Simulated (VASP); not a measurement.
# Sb (R-3m) in VASP: single point with PBE+D3(BJ)

Aim: the single point of Sb with PBE+D3(BJ).

All numbers are computed with VASP 6.6.1; they aren't measurements. Logs are shortened: lines on timing, memory, paths and dates and some standing lists are left out, and cuts for length are marked.

### Step 1. The cell of the first run

Symmetry: R-3m, No. 166, trigonal system. The conventional cell has a = 4.048 Å, b = 4.048 Å, c = 12.684 Å, α = 90.00°, β = 90.00°, γ = 120.00°. Within 3.8 Å of Sb (site symmetry 3m) lie 6 Sb at 2.89 to 3.44 Å.

### Step 2. Single point, PBE+D3(BJ)

Contents of INCAR:

```
  ALGO = Normal
  EDIFF = 1E-6
  ENCUT = 500
  GGA = PE
  GGA_COMPAT = False
  ISIF = 2
  ISMEAR = 0
  IVDW = 12
  LASPH = True
  LCHARG = False
  LREAL = False
  LWAVE = False
  NBANDS = 22
  NELM = 120
  PREC = Accurate
  SIGMA = 0.15
```

Contents of KPOINTS:

```
k-points
0
Gamma
  15 15 15
```

Contents of POSCAR:

```
Sb
1.0
    2.0237923961      1.1684370847      4.2278866706
   -2.0237923961      1.1684370847      4.2278866706
    0.0000000000     -2.3368741693      4.2278866706
Sb
2
Direct
    0.2336400000      0.2336400000      0.2336400000
    0.7663600000      0.7663600000      0.7663600000
```

Potentials or basis: VASP PAW PBE potentials, release 64 (Sb_d_GW).

Launch:

```bash
> cat potpaw_PBE.64/Sb_d_GW/POTCAR > POTCAR
> mpirun -np 1 vasp_std > vasp.out
```

OUTCAR:

```text
EDIFF = 1E-6
   ENCUT = 500
   GGA = PE
   ISIF = 2
   ISMEAR = 0
   IVDW = 12
   LASPH = True
   LREAL = False
   NELM = 120
   PREC = Accurate
 IVDW          = 12

 ion  position               nearest neighbor table
   1  0.234  0.234  0.234-   2 2.89   2 2.89   2 2.89
   2  0.766  0.766  0.766-   1 2.89   1 2.89   1 2.89

  LATTYP: Found a trigonal (rhomboedric) cell.
 ALAT       =     4.8307356151
 COS(alpha) =     0.6489771591

  Lattice vectors:

 A1 = (   2.0237923961,   1.1684370847,   4.2278866706)
 A2 = (  -2.0237923961,   1.1684370847,   4.2278866706)
 A3 = (   0.0000000000,  -2.3368741693,   4.2278866706)

Analysis of symmetry for initial positions (statically):
=====================================================================
 Subroutine PRICEL returns:
 Original cell was already a primitive cell.

 Routine SETGRP: Setting up the symmetry group for a
 trigonal (rhombohedral) supercell.

 Subroutine GETGRP returns: Found 12 space group operations
 (whereof 12 operations were pure point group operations)
 out of a pool of 12 trial point group operations.

The static configuration has the point symmetry D_3d.

Analysis of symmetry for dynamics (positions and initial velocities):
=====================================================================
 Subroutine PRICEL returns:
 Original cell was already a primitive cell.

 Routine SETGRP: Setting up the symmetry group for a
 trigonal (rhombohedral) supercell.

 Subroutine GETGRP returns: Found 12 space group operations
 (whereof 12 operations were pure point group operations)
 out of a pool of 12 trial point group operations.

The dynamic configuration has the point symmetry D_3d.

 Subroutine INISYM returns: Found 12 space group operations
 (whereof 12 operations are pure point group operations),
 and found     1 'primitive' translations

----------------------------------------------------------------------------------------

                                     Primitive cell

  volume of cell :      59.9854

  direct lattice vectors                    reciprocal lattice vectors
     2.023792396  1.168437085  4.227886671     0.247060914  0.142640685  0.078841596
    -2.023792396  1.168437085  4.227886671    -0.247060914  0.142640685  0.078841596
     0.000000000 -2.336874169  4.227886671     0.000000000 -0.285281371  0.078841596

  length of vectors
     4.830735615  4.830735615  4.830735615     0.295975435  0.295975435  0.295975435

  position of ions in fractional coordinates (direct lattice)
     0.233640000  0.233640000  0.233640000
     0.766360000  0.766360000  0.766360000

  ion indices of the primitive-cell ions
   primitive index   ion index
                 1           1
                 2           2

----------------------------------------------------------------------------------------

 KPOINTS: k-points

Automatic generation of k-mesh.
 Grid dimensions read from file:
 generate k-points for:   15   15   15

 Generating k-lattice:

  Cartesian coordinates                     Fractional coordinates (reciprocal lattice)
     0.016470728  0.009509379  0.005256106     0.066666667  0.000000000  0.000000000
    -0.016470728  0.009509379  0.005256106     0.000000000  0.066666667  0.000000000
     0.000000000 -0.019018758  0.005256106     0.000000000  0.000000000  0.066666667

  Length of vectors
     0.019731696  0.019731696  0.019731696

  Shift w.r.t. Gamma in fractional coordinates (k-lattice)
     0.000000000  0.000000000  0.000000000

 Subroutine IBZKPT returns following result:
 ===========================================

 Found    344 irreducible k-points:

 Following reciprocal coordinates:
            Coordinates               Weight
  0.000000  0.000000  0.000000      1.000000
  0.066667  0.000000  0.000000      6.000000
  0.133333  0.000000  0.000000      6.000000
  0.200000 -0.000000  0.000000      6.000000
  0.266667  0.000000  0.000000      6.000000
  0.333333 -0.000000  0.000000      6.000000
[... 16 lines left out ...]
  0.133333  0.133333  0.000000      6.000000
  0.200000  0.133333 -0.000000     12.000000
 [... further k-points ...]
   k-points           NKPTS =    344   k-points in BZ     NKDIM =    344   number of bands    NBANDS=     22
   number of dos      NEDOS =    301   number of ions     NIONS =      2
   total plane-waves  NPLWV =  46656
   dimension x,y,z NGX =    36 NGY =   36 NGZ =   36
   dimension x,y,z NGXF=    72 NGYF=   72 NGZF=   72
   ions per type =               2
   NGX,Y,Z   is equivalent  to a cutoff of  12.39, 12.39, 12.39 a.u.
   NGXF,Y,Z  is equivalent  to a cutoff of  24.78, 24.78, 24.78 a.u.
 SYSTEM =  unknown system
   PREC   = accura    normal or accurate (medium, high low for compatibility)
   ISTART =      0    job   : 0-new  1-cont  2-samecut
   ICHARG =      2    charge: 1-file 2-atom 10-const
   ISPIN  =      1    spin polarized calculation?
   LNONCOLLINEAR =      F non collinear calculations
   LSORBIT =      F    spin-orbit coupling
   LASPH  =      T    aspherical Exc in radial PAW
   ENCUT  =  500.0 eV  36.75 Ry    6.06 a.u.   8.81  8.81  8.81*2*pi/ulx,y,z
   NELM   =    120;   NELMIN=  2; NELMDL= -5     # of ELM steps
   EDIFF  = 0.1E-05   stopping-criterion for ELM
   LREAL  =      F    real-space projection
   EDIFFG = 0.1E-04   stopping-criterion for IOM
   NSW    =      0    number of steps for IOM
   IBRION =     -1    ionic relax: 0-MD 1-quasi-New 2-CG
   NFREE  =      0    steps in history (QN), initial steepest desc. (CG)
   ISIF   =      2    stress and relaxation
   ISYM   =      2    0-nonsym 1-usesym 2-fastsym
   POTIM  = 0.5000    time-step for ionic-motion
   TEBEG  =    0.0;   TEEND  =   0.0 temperature during run
   PSTRESS=    0.0 pullay stress
   NELECT =      30.0000    total number of electrons
   NUPDOWN=      -1.0000    fix difference up-down
   EMIN   =  10.00;   EMAX   =-10.00  energy-range for DOS
   EFERMI =   0.00;   METHOD = LEGACY
   ISMEAR =     0;   SIGMA  =   0.15  broadening in eV -4-tet -1-fermi 0-gaus
   EFERMI_NEDOS =   21; number of points for ismear=-14 and -15
   IALGO  =     38    algorithm
   IMIX   =      4    mixing-type and parameters
     AMIX     =   0.40;   BMIX     =  1.00
     AMIX_MAG =   1.60;   BMIX_MAG =  1.00
  volume/ion in A,a.u.               =      29.99       202.40
  Fermi-wavevector in a.u.,A,eV,Ry     =   1.299471  2.455644 22.975140  1.688625
  Thomas-Fermi vector in A             =   2.430733
   LORBIT       =      0    0 simple, 1 ext, 2 COOP (PROOUT), +10 PAW based schemes
   GGA     = PE    functional components
   LHFCALC =     F    Hartree Fock is set to
   AEXX    =    0.0000 exact exchange contribution
   IVDW    =    12    specifies the selected vdW correction
   LEPSILON=     F    determine dielectric tensor
   LRPA    =     F    only Hartree local field effects (RPA)
 non-spin polarized calculation
 Gauss-broadening in eV      SIGMA  =   0.15
  energy-cutoff  :      500.00
  volume of cell :       59.99
 maximum number of plane-waves:      1549
   NGX = 17   NGY = 17   NGZ = 17

 number of electron      30.0000000 magnetization

 Free energy of the ion-electron system (eV)
  ---------------------------------------------------
  ext. energy  EPLUGINS =         0.00000000
  ---------------------------------------------------
  free energy    TOTEN  =        -8.16220255 eV

  energy without entropy =       -8.15556985  energy(sigma->0) =       -8.15888620

 E-fermi :   5.2903     XC(G=0):  -9.9360

 val. band max:        5.2792959601   @ k =   0.2667   0.2667   0.2000
 cond. band min:       5.3051277720   @ k =   0.4000   0.1333   0.1333
 fundamental gap:      0.0258318119
 Fermi energy:         5.2903333773

 k-point     1 :       0.0000    0.0000    0.0000
  band No.  band energies     occupation
      1     -24.0159      2.00000
      2     -24.0159      2.00000
      3     -23.9234      2.00000
      4     -23.9197      2.00000
      5     -23.9197      2.00000
      6     -23.8133      2.00000
[... 14 lines left out ...]
     21      11.4794      0.00000
     22      12.4362      0.00000

 k-point     2 :       0.0667    0.0000    0.0000
  band No.  band energies     occupation
      1     -24.0143      2.00000
      2     -24.0131      2.00000
      3     -23.9224      2.00000
      4     -23.9192      2.00000
      5     -23.9183      2.00000
      6     -23.8140      2.00000
[... 14 lines left out ...]
     21      11.4900      0.00000
     22      13.0375      0.00000

 k-point     3 :       0.1333    0.0000    0.0000
  band No.  band energies     occupation
      1     -24.0099      2.00000
      2     -24.0051      2.00000
      3     -23.9209      2.00000
      4     -23.9161      2.00000
      5     -23.9140      2.00000
      6     -23.8166      2.00000
[... 14 lines left out ...]
     21      11.6942      0.00000
     22      14.1145      0.00000

 k-point     4 :       0.2000   -0.0000    0.0000
  band No.  band energies     occupation
      1     -24.0031      2.00000
      2     -23.9920      2.00000
      3     -23.9199      2.00000
      4     -23.9098      2.00000
      5     -23.9073      2.00000
      6     -23.8213      2.00000
[... 14 lines left out ...]
     21      12.2012      0.00000
     22      15.1919      0.00000

 k-point     5 :       0.2667    0.0000    0.0000
  band No.  band energies     occupation
      1     -23.9948      2.00000
      2     -23.9746      2.00000
      3     -23.9191      2.00000
      4     -23.9010      2.00000
      5     -23.8985      2.00000
      6     -23.8279      2.00000
[... 14 lines left out ...]
     21      12.9678      0.00000
     22      15.3433      0.00000

 k-point     6 :       0.3333   -0.0000    0.0000
  band No.  band energies     occupation
      1     -23.9863      2.00000
      2     -23.9539      2.00000
      3     -23.9184      2.00000
      4     -23.8907      2.00000
      5     -23.8882      2.00000
      6     -23.8363      2.00000
[... 14 lines left out ...]
     21      13.9335      0.00000
     22      14.2232      0.00000

 k-point     7 :       0.4000    0.0000    0.0000
  band No.  band energies     occupation
      1     -23.9793      2.00000
      2     -23.9316      2.00000
      3     -23.9178      2.00000
      4     -23.8796      2.00000
      5     -23.8771      2.00000
      6     -23.8464      2.00000
[... 324 lines left out ...]
      6     -23.8277      2.00000
[... 14 lines left out ...]
     21      13.1463      0.00000
     22      14.6379      0.00000

 k-point    21 :      -0.1333    0.0667    0.0000
  band No.  band energies     occupation
      1     -24.0094      2.00000
      2     -23.9951      2.00000
      3     -23.9198      2.00000
      4     -23.9159      2.00000
      5     -23.9076      2.00000
      6     -23.8211      2.00000
[... 14 lines left out ...]
     21      12.3244      0.00000
     22      13.7302      0.00000

 k-point    22 :      -0.0667    0.0667    0.0000
  band No.  band energies     occupation
      1     -24.0133      2.00000
      2     -24.0066      2.00000
      3     -23.9211      2.00000
      4     -23.9189      2.00000
      5     -23.9144      2.00000
      6     -23.8164      2.00000
[... 14 lines left out ...]
     21      11.8065      0.00000
     22      13.2400      0.00000

 k-point    23 :       0.1333    0.1333    0.0000
  band No.  band energies     occupation
      1     -24.0145      2.00000
      2     -23.9979      2.00000
      3     -23.9226      2.00000
      4     -23.9152      2.00000
      5     -23.9120      2.00000
      6     -23.8175      2.00000
[... 14 lines left out ...]
     21      12.1061      0.00000
     22      13.4489      0.00000

 k-point    24 :       0.2000    0.1333   -0.0000
  band No.  band energies     occupation
      1     -24.0119      2.00000
      2     -23.9880      2.00000
      3     -23.9216      2.00000
      4     -23.9133      2.00000
      5     -23.9061      2.00000
      6     -23.8222      2.00000
[... 14 lines left out ...]
     21      12.6127      0.00000
     22      13.5926      0.00000

 [... further k-points ...]

------------------------ aborting loop because EDIFF is reached ----------------------------------------

 Edisp (eV)   -0.94873

 E8    (eV) :    -0.4417

  FORCE on cell =-STRESS in cart. coord.  units (eV):
  Direction    XX          YY          ZZ          XY          YZ          ZX
  --------------------------------------------------------------------------------------
  -------------------------------------------------------------------------------------
  Total       0.88469     0.88469    -0.80604     0.00000    -0.00000     0.00000
  in kB      23.62951    23.62951   -21.52880     0.00000    -0.00000     0.00000
  external pressure =        8.58 kB  Pullay stress =        0.00 kB

 VOLUME and BASIS-vectors are now :
 -----------------------------------------------------------------------------
  energy-cutoff  :      500.00
  volume of cell :       59.99
      direct lattice vectors                 reciprocal lattice vectors
     2.023792396  1.168437085  4.227886671     0.247060914  0.142640685  0.078841596
    -2.023792396  1.168437085  4.227886671    -0.247060914  0.142640685  0.078841596
     0.000000000 -2.336874169  4.227886671     0.000000000 -0.285281371  0.078841596

 POSITION                                       TOTAL-FORCE (eV/Angst)
 -----------------------------------------------------------------------------------
      0.00000      0.00000      2.96341         0.000000     -0.000000     -0.028266
      0.00000      0.00000      9.72025         0.000000      0.000000      0.028266
 -----------------------------------------------------------------------------------
    total drift:                               -0.000000      0.000000      0.000000

  FREE ENERGIE OF THE ION-ELECTRON SYSTEM (eV)
  ---------------------------------------------------
  free  energy   TOTEN  =        -9.1109318933 eV

  energy  without entropy=       -9.1042991950  energy(sigma->0) =       -9.10761554
```

Wall time 5.1 min (1 thread of AMD EPYC 9R45 (Zen 5), shared host); peak memory 0.52 GiB.

What came out:

| Item | Value |
| --- | --- |
| Free energy | -9.1109 eV |
| Pressure | 0.9 GPa |
| Largest force | 0.028 eV/Å |
| Band gap on the k mesh | zero (bands 15 and 16 overlap by 1.50 eV) |
| Dispersion energy per atom | -0.474 eV |

Forces in eV/Å, atoms in the order of the input:
```
Sb   0.000  0.000 -0.028
Sb   0.000  0.000  0.028
```

Stress tensor (GPa, compression positive):
```
 2.36  0.00  0.00
 0.00  2.36  0.00
 0.00  0.00 -2.15
```

Levels at points of the mesh, in eV from the Fermi level:
```csv
k point,band 13,band 14,band 15,band 16,band 17,band 18
"(0.00, 0.00, 0.00)",-3.16,-0.79,-0.79,2.58,2.93,2.93
```

Caveat: spin-orbit coupling is left out, which moves the levels of the heavy elements.

The gap in the log of VASP goes by the Fermi energy; the results here count the filled bands.